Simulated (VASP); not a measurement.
# TiC (Fm-3m) in VASP: settings compared, part 2 of 2

VASP 6.6.1.

### Step 5. Single point, LDA

This run uses another cell than the first one, of 10.77 Å³/atom, 1.060 times its volume.

Input file INCAR:

```
SYSTEM = TiC
  PREC = Accurate
  ENCUT = 520
  EDIFF = 1E-6
  ISMEAR = -1
  SIGMA = 0.05
  LREAL = .FALSE.
  LASPH = .TRUE.
  NELM = 80
  ALGO = Normal
  ISIF = 2
  LWAVE = .FALSE.
  LCHARG = .TRUE.
  GGA = CA
  LELF = .TRUE.
  LVHAR = .TRUE.
  NBANDS = 15
```

Input file KPOINTS:

```
regular mesh
0
G
  11 11 11
  0 0 0
```

Input file POSCAR:

```
TiC
1.0
    0.0000000000      2.2081947028      2.2081947028
    2.2081947028      0.0000000000      2.2081947028
    2.2081947028      2.2081947028      0.0000000000
Ti C
1 1
Direct
    0.0000000000      0.0000000000      0.0000000000
    0.5000000000      0.5000000000      0.5000000000
```

Potentials or basis: VASP PAW LDA potentials, release 64 (Ti_sv, C).

On the command line:

```console
cat potpaw_LDA.64/Ti_sv/POTCAR potpaw_LDA.64/C/POTCAR > POTCAR
mpirun -np 1 vasp_std > vasp.out
```

OUTCAR:

```text
SYSTEM = TiC
   PREC = Accurate
   ENCUT = 520
   EDIFF = 1E-6
   ISMEAR = -1
   LREAL = .FALSE.
   LASPH = .TRUE.
   NELM = 80
   ISIF = 2
   GGA = CA

 ion  position               nearest neighbor table
   1  0.000  0.000  0.000-   2 2.21   2 2.21   2 2.21   2 2.21   2 2.21   2 2.21
   2  0.500  0.500  0.500-   1 2.21   1 2.21   1 2.21   1 2.21   1 2.21   1 2.21

  LATTYP: Found a face centered cubic cell.
 ALAT       =     4.4163894056

  Lattice vectors:

 A1 = (   0.0000000000,   2.2081947028,   2.2081947028)
 A2 = (   2.2081947028,   0.0000000000,   2.2081947028)
 A3 = (   2.2081947028,   2.2081947028,   0.0000000000)

Analysis of symmetry for initial positions (statically):
=====================================================================
 Subroutine PRICEL returns:
 Original cell was already a primitive cell.

 Routine SETGRP: Setting up the symmetry group for a
 face centered cubic supercell.

 Subroutine GETGRP returns: Found 48 space group operations
[... 9 lines left out ...]

 Routine SETGRP: Setting up the symmetry group for a
 face centered cubic supercell.

 Subroutine GETGRP returns: Found 48 space group operations
[... 155 lines left out ...]
 Fermi energy:         8.5958730134

 k-point     1 :       0.0000    0.0000    0.0000
  band No.  band energies     occupation
      1     -47.4860      2.00000
      2     -23.9207      2.00000
      3     -23.9207      2.00000
      4     -23.9207      2.00000
      5      -3.3863      2.00000
      6       9.1606      0.00002
      7       9.1606      0.00002
      8       9.1606      0.00002
      9      10.1444      0.00000
     10      10.1444      0.00000
     11      10.1710      0.00000
     12      10.1710      0.00000
     13      10.1710      0.00000
     14      18.3143      0.00000
[... 401 lines left out ...]
      2     -24.1471      2.00000
      3     -24.0107      2.00000
      4     -23.9382      2.00000
      5      -1.7653      2.00000
      6       5.4747      2.00000
      7       6.5315      2.00000
      8       6.7215      2.00000
      9       9.9467      0.00000
     10      10.9762      0.00000
     11      11.8835      0.00000
     12      12.5825      0.00000
     13      15.3442      0.00000
     14      19.7264      0.00000
     15      21.5905      0.00000

 [... further k-points ...]
[... 5 lines left out ...]
  --------------------------------------------------------------------------------------
  -------------------------------------------------------------------------------------
  Total       -3.2229933     -3.2229933     -3.2229933      0.0000000     -0.0000000      0.0000000
  in kB     -239.7882497   -239.7882497   -239.7882497      0.0000000     -0.0000000      0.0000000
  external PRESSURE =    -239.7882497 kB  Pullay stress =       0.0000000 kB

 VOLUME and BASIS-vectors are now :
 -----------------------------------------------------------------------------
  energy-cutoff  :      520.00
  volume of cell :       21.53
      direct lattice vectors                 reciprocal lattice vectors
     0.000000000  2.208194703  2.208194703    -0.226429309  0.226429309  0.226429309
     2.208194703  0.000000000  2.208194703     0.226429309 -0.226429309  0.226429309
     2.208194703  2.208194703  0.000000000     0.226429309  0.226429309 -0.226429309

 POSITION                                       TOTAL-FORCE (eV/Angst)
 -----------------------------------------------------------------------------------
      0.00000      0.00000      0.00000         0.000000      0.000000      0.000000
      2.20819      2.20819      2.20819         0.000000      0.000000      0.000000
 -----------------------------------------------------------------------------------
    total drift:                                0.000000     -0.000000     -0.000000

  FREE ENERGIE OF THE ION-ELECTRON SYSTEM (eV)
  ---------------------------------------------------
  free  energy   TOTEN  =       -20.3670976319 eV

  energy  without entropy=      -20.3645989693  energy(sigma->0) =      -20.36584830
```

OSZICAR:

```text
N       E                     dE             d eps       ncg     rms          rms(c)
DAV:   1     0.115779879450E+03    0.11578E+03   -0.79164E+03  1680   0.124E+03
DAV:   2    -0.182616177306E+02   -0.13404E+03   -0.12630E+03  1799   0.330E+02
DAV:   3    -0.258249285011E+02   -0.75633E+01   -0.74422E+01  2240   0.763E+01
DAV:   4    -0.260660006537E+02   -0.24107E+00   -0.24082E+00  1996   0.129E+01
DAV:   5    -0.260736425082E+02   -0.76419E-02   -0.76414E-02  2259   0.200E+00    0.170E+01
DAV:   6    -0.212862343634E+02    0.47874E+01   -0.12449E+01  2384   0.557E+01    0.768E+00
DAV:   7    -0.204511915453E+02    0.83504E+00   -0.26509E+00  1973   0.230E+01    0.450E+00
DAV:   8    -0.204363582967E+02    0.14833E-01   -0.13279E-01  1827   0.301E+00    0.387E+00
DAV:   9    -0.203739154209E+02    0.62443E-01   -0.13135E-01  2183   0.562E+00    0.105E+00
DAV:  10    -0.203714309911E+02    0.24844E-02   -0.22566E-02  2149   0.121E+00    0.673E-01
DAV:  11    -0.203688217238E+02    0.26093E-02   -0.26886E-03  1918   0.811E-01    0.453E-01
DAV:  12    -0.203672138235E+02    0.16079E-02   -0.30483E-03  1946   0.988E-01    0.111E-01
DAV:  13    -0.203671064906E+02    0.10733E-03   -0.25379E-04  1925   0.237E-01    0.450E-02
DAV:  14    -0.203670978126E+02    0.86780E-05   -0.39420E-05  2324   0.479E-02    0.937E-03
DAV:  15    -0.203670976319E+02    0.18072E-06   -0.98230E-07  1498   0.887E-03
   1 F= -.20367098E+02 E0= -.20365848E+02  d E =-.249866E-02
```

Run time: 12 s. Hardware: 1 thread of AMD EPYC 9R45 (Zen 5), shared host; peak memory 0.11 GiB.

What came out:

| Quantity | Value |
| --- | --- |
| Free energy | -20.3671 eV |
| Pressure | -24.0 GPa |
| Band gap on the k mesh | zero (band 8 reaches 9.16 eV, above the bottom of band 9 at 8.15 eV) |

Levels at points of the mesh, in eV from the Fermi level:
| k point | band 5 | band 6 | band 7 | band 8 | band 9 | band 10 | band 11 | band 12 |
| --- | --- | --- | --- | --- | --- | --- | --- | --- |
| (0.00, 0.00, 0.00) | -11.98 | 0.56 | 0.56 | 0.56 | 1.55 | 1.55 | 1.58 | 1.58 |

### Step 6. The runs side by side

```tsv
level	potentials or basis	cell	gap on the mesh (eV)	pressure (GPa)
revPBE	VASP PAW PBE potentials, release 64 (Ti_sv, C)	a = 3.063 Å, angles 60.0°, 2 atoms	none	3.8
LDA	VASP PAW LDA potentials, release 64 (Ti_sv, C)	a = 3.083 Å, angles 60.0°, 2 atoms	none	-16.3
LDA	VASP PAW LDA potentials, release 64 (Ti_sv, C)	a = 3.123 Å, angles 60.0°, 2 atoms	none	-24.0
```

Alike in all rows: task single point; no spin polarisation; k mesh 11 × 11 × 11; cutoff (eV) 520; smearing fermi-dirac 0.05 eV.

Caveats: the PAW data sets were made with another functional, which shifts forces and pressure a little (some runs).

Absolute energies hang on the potentials; compare differences alone.
